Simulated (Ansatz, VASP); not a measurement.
One calculation of SrO, two programs

The input INCAR:

```
SYSTEM = SrO
PREC = Accurate
ENCUT = 600
EDIFF = 1E-6
ISMEAR = 0
SIGMA = 0.1
LREAL = .FALSE.
LASPH = .TRUE.
NELM = 120
ALGO = Normal
ISIF = 2
LWAVE = .FALSE.
LCHARG = .FALSE.
NBANDS = 15
GGA_COMPAT = .FALSE.
```

Contents of KPOINTS:

```
regular mesh
0
G
  6 6 6
  0 0 0
```

The input POSCAR:

```
SrO
1.0
    0.0000000000      2.5800000000      2.5800000000
    2.5800000000      0.0000000000      2.5800000000
    2.5800000000      2.5800000000      0.0000000000
Sr O
1 1
Direct
    0.0000000000      0.0000000000      0.0000000000
    0.5000000000      0.5000000000      0.5000000000
```

Input for Ansatz:

```yaml
crystal:
  lattice:
    - [0.0, 2.58, 2.58]
    - [2.58, 0.0, 2.58]
    - [2.58, 2.58, 0.0]
  atoms:
    - { symbol: Sr, position: [0.0, 0.0, 0.0] }
    - { symbol: O, position: [0.5, 0.5, 0.5] }
basis:
  ecutwfc: 420
kpoints:
  mp_grid: { grid: [6, 6, 6] }
hamiltonian:
  xc: lda
scf:
  occupations: { method: gaussian, width: 0.1 }
output:
  forces: true
  stress: true
  eigenvalues: true
```

Alike in both runs: task single point; functional LDA; k mesh 6 × 6 × 6; occupations gaussian, width 0.1 eV; no spin polarisation.

```csv
,VASP,Ansatz
version,VASP 6.6.1,Ansatz 0.2.0
potentials or method,"VASP PAW LDA potentials, release 64 (Sr_sv, O), cutoff 600 eV","scalar-relativistic, plane waves, PAW"
valence electrons in the cell,16,16
```

```csv
,VASP,Ansatz,Ansatz less VASP
gap on the k mesh at the Fermi level (eV),3.11,3.16,+0.055
least direct gap on the mesh (eV),3.20,3.25,+0.048
pressure (GPa),-4.6,-5.2,-0.54
```

LDA's correlation is that of Perdew and Zunger in VASP and of Perdew and Wang (1992) in Ansatz.
